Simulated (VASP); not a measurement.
CuI:

```
Cu I
1.0
     4.08202    0.00000    0.00000
     0.00000    4.08202    0.00000
     0.00000    0.00000    6.61013
Cu I
2 2
Direct
  0.50000 0.50000 0.00000
  0.00000 0.00000 0.00000
  0.50000 0.00000 0.26152
  0.00000 0.50000 0.73848
```

This cell differs from its parent crystal: equal strain along all axes, cell held: +2.0 %.

```yaml
Program: VASP 6.6.1
Task: relaxation of the atoms
Functional: PBEsol
Potentials_or_basis: VASP PAW PBE potentials, release 64 (Cu, I)
Cutoff: 520 eV
k_mesh: 8 × 8 × 4
Occupations: gaussian, width 0.02 eV
Spin: no spin polarisation
```

At the start: pressure -2.4 GPa; volume 27.54 Å³/atom.

**Question.** How do energy, volume and symmetry change on relaxing?

**Answer.** Over 4 steps the energy falls by 8.7 meV/atom at a fixed cell; space group P4/nmm (No. 129, to 0.1 Å) before and after.

The path:
```
step  energy change (eV)  largest force (eV/Å)  pressure (GPa)
   1              0.0000                0.4860           -2.39
   2             -0.0192                0.3306           -1.94
   3             -0.0349                0.0198           -0.83
   4             -0.0349                0.0001           -0.75
```

Final structure:
```cif
data_structure
_symmetry_space_group_name_H-M 'P 1'
_symmetry_Int_Tables_number 1
_cell_length_a 4.0820
_cell_length_b 4.0820
_cell_length_c 6.6101
_cell_angle_alpha 90.000
_cell_angle_beta 90.000
_cell_angle_gamma 90.000
_cell_volume 110.14
loop_
_atom_site_label
_atom_site_type_symbol
_atom_site_fract_x
_atom_site_fract_y
_atom_site_fract_z
_atom_site_occupancy
Cu1 Cu 0.50000 0.50000 0.00000 1
Cu2 Cu 0.00000 0.00000 0.00000 1
I1 I 0.50000 0.00000 0.25093 1
I2 I 0.00000 0.50000 0.74907 1
```

Caveat: the cell differs from its parent crystal (equal strain along all axes, cell held: +2.0 %); the PAW data sets were made with another functional, which shifts forces and pressure a little; this functional lacks dispersion, which binds layers or chains, so the pressure and a relaxed spacing across them are unreliable.
